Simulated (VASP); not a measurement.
CdS:

```
Cd S
1.0
     0.00000    2.72678    2.72678
     2.72678    0.00000    2.72678
     2.72678    2.72678    0.00000
Cd S
1 1
Direct
  0.00000 0.00000 0.00000
  0.50000 0.50000 0.50000
```

Program: VASP 6.6.1. Alike in all runs: task single point; level PBE; potentials or basis VASP PAW PBE potentials, release 64 (Cd, S); cell as given; cutoff (eV) 520. Hardware: 1 thread of Intel(R) Xeon(R) Platinum 8375C CPU @ 2.90GHz (Ice Lake), with other jobs on the host.

Order these runs on this cell by their wall time, lowest first.
A. spin non-collinear, zero start, SOC; k mesh 8 × 8 × 8; smearing fermi-dirac 0.02 eV
B. spin off; k mesh 8 × 8 × 8; smearing fermi-dirac 0.02 eV
C. spin off; k mesh 4 × 4 × 4; smearing gaussian 0.01 eV

C (8.1 s), B (22 s), A (73 s).

Caveats: some runs use coarse meshes.
